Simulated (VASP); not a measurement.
# Ga (I4_1/amd) in VASP: single point with PBE

Aim: the single point of Ga with PBE.

All numbers are computed with VASP 6.6.1; they aren't measurements. Logs are shortened: lines on timing, memory, paths and dates and some standing lists are left out, and cuts for length are marked.

### 1 The cell of the first run

The structure is tetragonal, space group I4_1/amd (No. 141). Conventional cell: a = 4.221 Å, b = 4.221 Å, c = 2.206 Å, α = 90.00°, β = 90.00°, γ = 90.00°. Ga (site symmetry -4m2) has 10 Ga at 2.18 to 2.68 Å within 2.9 Å.

### 2 Single point, PBE (9.82 Å³/atom)

POSCAR reads:

```
Ga
1.0
   -2.1102919989      2.1102919989      1.1028726803
    2.1102919989     -2.1102919989      1.1028726803
    2.1102919989      2.1102919989     -1.1028726803
Ga
2
Direct
   -0.3750000000     -0.1250000000     -0.2500000000
    0.3750000000      0.1250000000      0.2500000000
```

INCAR.step1 reads:

```
  PREC = Accurate
  ENCUT = 520
  EDIFF = 1E-7
  ISMEAR = -1
  SIGMA = 0.08
  LREAL = F
  LASPH = T
  NELM = 80
  ALGO = Normal
  ISIF = 2
  LWAVE = F
  LCHARG = T
  GGA = PE
  NBANDS = 20
```

KPOINTS.step1 reads:

```
Automatic mesh
0
Gamma
  17 17 17
```

INCAR.step2 reads:

```
  PREC = Accurate
  ENCUT = 520
  EDIFF = 1E-7
  ISMEAR = -5
  SIGMA = 0.08
  LREAL = F
  LASPH = T
  NELM = 80
  ALGO = Normal
  ISIF = 2
  LWAVE = F
  LCHARG = F
  GGA = PE
  LORBIT = 11
  NBANDS = 20
  NEDOS = 1001
  ICHARG = 11
```

KPOINTS.step2 reads:

```
Automatic mesh
0
Gamma
  26 26 26
```

Potentials or basis: VASP PAW PBE potentials, release 64 (Ga_d).

Command:

```console
cat potpaw_PBE.64/Ga_d/POTCAR > POTCAR
cp INCAR.step1 INCAR
cp KPOINTS.step1 KPOINTS
mpirun -np 1 vasp_std > vasp.out
cp INCAR.step2 INCAR
cp KPOINTS.step2 KPOINTS
mpirun -np 1 vasp_std > vasp.out
```

OUTCAR:

```text
PREC = Accurate
   ENCUT = 520
   EDIFF = 1E-7
   ISMEAR = -5
   LREAL = F
   LASPH = T
   NELM = 80
   ISIF = 2
   GGA = PE
   LORBIT = 11
   ICHARG = 11

 ion  position               nearest neighbor table
   1  0.625  0.875  0.750-   2 2.18   2 2.18   2 2.18   2 2.18   2 2.68   2 2.68   2 2.68   2 2.68

   2  0.375  0.125  0.250-   1 2.18   1 2.18   1 2.18   1 2.18   1 2.68   1 2.68   1 2.68   1 2.68

  LATTYP: Found a body centered tetragonal cell.
 ALAT       =     4.2205839978
 C/A-ratio  =     0.5226161502

  Lattice vectors:

 A1 = (  -2.1102919989,   2.1102919989,   1.1028726803)
 A2 = (   2.1102919989,  -2.1102919989,   1.1028726803)
 A3 = (   2.1102919989,   2.1102919989,  -1.1028726803)

Analysis of symmetry for initial positions (statically):
=====================================================================
 Subroutine PRICEL returns:
 Original cell was already a primitive cell.

 Routine SETGRP: Setting up the symmetry group for a
 body centered tetragonal supercell.

 Subroutine GETGRP returns: Found 16 space group operations
 (whereof  4 operations were pure point group operations)
 out of a pool of 16 trial point group operations.

The static configuration has the point symmetry C_2h.
 The point group associated with its full space group is D_4h.

Analysis of symmetry for dynamics (positions and initial velocities):
=====================================================================
 Subroutine PRICEL returns:
 Original cell was already a primitive cell.

 Routine SETGRP: Setting up the symmetry group for a
 body centered tetragonal supercell.

 Subroutine GETGRP returns: Found 16 space group operations
 (whereof  4 operations were pure point group operations)
 out of a pool of 16 trial point group operations.

The dynamic configuration has the point symmetry C_2h.
 The point group associated with its full space group is D_4h.

 Subroutine INISYM returns: Found 16 space group operations
 (whereof  4 operations are pure point group operations),
 and found     1 'primitive' translations

----------------------------------------------------------------------------------------

                                     Primitive cell
[... 86 lines left out ...]
   ICHARG =     11    charge: 1-file 2-atom 10-const
   ISPIN  =      1    spin polarized calculation?
   LNONCOLLINEAR =      F non collinear calculations
   LSORBIT =      F    spin-orbit coupling
   LASPH  =      T    aspherical Exc in radial PAW
   ENCUT  =  520.0 eV  38.22 Ry    6.18 a.u.   5.92  5.92  5.92*2*pi/ulx,y,z
   NELM   =     80;   NELMIN=  2; NELMDL=  0     # of ELM steps
   EDIFF  = 0.1E-06   stopping-criterion for ELM
   LREAL  =      F    real-space projection
   EDIFFG = 0.1E-05   stopping-criterion for IOM
   NSW    =      0    number of steps for IOM
   IBRION =     -1    ionic relax: 0-MD 1-quasi-New 2-CG
   NFREE  =      0    steps in history (QN), initial steepest desc. (CG)
   ISIF   =      2    stress and relaxation
   ISYM   =      2    0-nonsym 1-usesym 2-fastsym
   POTIM  = 0.5000    time-step for ionic-motion
   TEBEG  =    0.0;   TEEND  =   0.0 temperature during run
   PSTRESS=    0.0 pullay stress
   NELECT =      26.0000    total number of electrons
   NUPDOWN=      -1.0000    fix difference up-down
   EMIN   =  10.00;   EMAX   =-10.00  energy-range for DOS
   EFERMI =   0.00;   METHOD = LEGACY
   ISMEAR =    -5;   SIGMA  =   0.08  broadening in eV -4-tet -1-fermi 0-gaus
   EFERMI_NEDOS =   21; number of points for ismear=-14 and -15
   IALGO  =     38    algorithm
   IMIX   =      4    mixing-type and parameters
     AMIX     =   0.40;   BMIX     =  1.00
     AMIX_MAG =   1.60;   BMIX_MAG =  1.00
  volume/ion in A,a.u.               =       9.82        66.29
  Fermi-wavevector in a.u.,A,eV,Ry     =   1.797391  3.396576 43.955156  3.230613
  Thomas-Fermi vector in A             =   2.858743
   LORBIT       =     11    0 simple, 1 ext, 2 COOP (PROOUT), +10 PAW based schemes
   GGA     = PE    functional components
   LHFCALC =     F    Hartree Fock is set to
   AEXX    =    0.0000 exact exchange contribution
   IVDW    =     0    specifies the selected vdW correction
   LEPSILON=     F    determine dielectric tensor
   LRPA    =     F    only Hartree local field effects (RPA)
 non-spin polarized calculation
 Fermi weights with tetrahedron method with Bloechl corrections
  energy-cutoff  :      520.00
  volume of cell :       19.65
 maximum number of plane-waves:       542

 number of electron      25.9999995 magnetization

 Free energy of the ion-electron system (eV)
  ---------------------------------------------------
  ext. energy  EPLUGINS =         0.00000000
  ---------------------------------------------------
  free energy    TOTEN  =         0.09220508 eV

  energy without entropy =        0.09220508  energy(sigma->0) =        0.09220508

 E-fermi :  13.7256     XC(G=0): -14.6900

 val. band max:       13.8576959636   @ k =  -0.3462  -0.3462   0.0769
 cond. band min:      13.5395473969   @ k =  -0.3077  -0.3846   0.1538
 fundamental gap:     -0.3181485667
 Fermi energy:        13.7256310363

 k-point     1 :       0.0000    0.0000    0.0000
  band No.  band energies     occupation
      1      -3.8038      2.00000
      2      -3.7744      2.00000
      3      -3.7625      2.00000
      4      -3.5158      2.00000
      5      -3.4162      2.00000
      6      -2.1418      2.00000
[... 541 lines left out ...]
     19      27.6957      0.00000
     20      28.7959      0.00000

 [... further k-points ...]
[... 5 lines left out ...]
  --------------------------------------------------------------------------------------
  -------------------------------------------------------------------------------------
  Total       22.4266910     22.4266910     22.4022554     -0.0000000      0.0000000     -0.0000000
  in kB     1828.9646280   1828.9646280   1826.9718358     -0.0000000      0.0000000     -0.0000000
  external PRESSURE =    1828.3003639 kB  Pullay stress =       0.0000000 kB

 VOLUME and BASIS-vectors are now :
 -----------------------------------------------------------------------------
  energy-cutoff  :      520.00
  volume of cell :       19.65
      direct lattice vectors                 reciprocal lattice vectors
    -2.110291999  2.110291999  1.102872680     0.000000000  0.236934036  0.453361489
     2.110291999 -2.110291999  1.102872680     0.236934036  0.000000000  0.453361489
     2.110291999  2.110291999 -1.102872680     0.236934036  0.236934036  0.000000000

 POSITION                                       TOTAL-FORCE (eV/Angst)
 -----------------------------------------------------------------------------------
      2.11029      1.05515      0.82715        -0.000000     -0.000000      0.000000
      0.00000      1.05515      0.27572         0.000000      0.000000     -0.000000
 -----------------------------------------------------------------------------------
    total drift:                               -0.000000      0.000000      0.000000

  FREE ENERGIE OF THE ION-ELECTRON SYSTEM (eV)
  ---------------------------------------------------
  free  energy   TOTEN  =         0.0922050758 eV

  energy  without entropy=        0.0922050758  energy(sigma->0) =        0.09220508

 total charge

# of ion       s       p       d       tot
------------------------------------------
    1        1.097   1.337  10.181  12.615
    2        1.097   1.337  10.181  12.615
--------------------------------------------------
tot          2.193   2.674  20.362  25.229
```

OSZICAR.step1:

```text
N       E                     dE             d eps       ncg     rms          rms(c)
DAV:   1     0.125165727583E+03    0.12517E+03   -0.12268E+04 18736   0.286E+03
DAV:   2     0.847788098260E+01   -0.11669E+03   -0.11253E+03 16388   0.383E+02
DAV:   3     0.211365486020E-01   -0.84567E+01   -0.84114E+01 18116   0.898E+01
DAV:   4    -0.722843624280E-01   -0.93421E-01   -0.93375E-01 18336   0.996E+00
DAV:   5    -0.738487957660E-01   -0.15644E-02   -0.15643E-02 19456   0.122E+00    0.334E+00
DAV:   6     0.239716344358E-01    0.97820E-01   -0.12277E-01 22316   0.105E+01    0.170E+00
DAV:   7     0.841072569847E-01    0.60136E-01   -0.40601E-02 23440   0.467E+00    0.320E-01
DAV:   8     0.894570332839E-01    0.53498E-02   -0.92447E-03 19824   0.174E+00    0.330E-02
DAV:   9     0.894544471466E-01   -0.25861E-05   -0.52291E-04 22164   0.378E-01    0.224E-02
DAV:  10     0.894716178163E-01    0.17171E-04   -0.49924E-05 21452   0.146E-01    0.119E-03
DAV:  11     0.894722777712E-01    0.65995E-06   -0.37256E-06 20268   0.315E-02    0.112E-03
DAV:  12     0.894724853370E-01    0.20757E-06   -0.25801E-07 15980   0.663E-03    0.105E-04
DAV:  13     0.894724621457E-01   -0.23191E-07   -0.26314E-08 10908   0.180E-03
   1 F= 0.89472462E-01 E0= 0.96074646E-01  d E =-.132044E-01
```

It took 6.9 min on 1 thread of Intel Xeon Platinum 8259CL at 2.50GHz (Skylake/Cascade Lake), shared host; peak memory 0.64 GiB.

Results:

| Item | Value |
| --- | --- |
| Valence electrons inside the program's atomic spheres | Ga 12.62 |
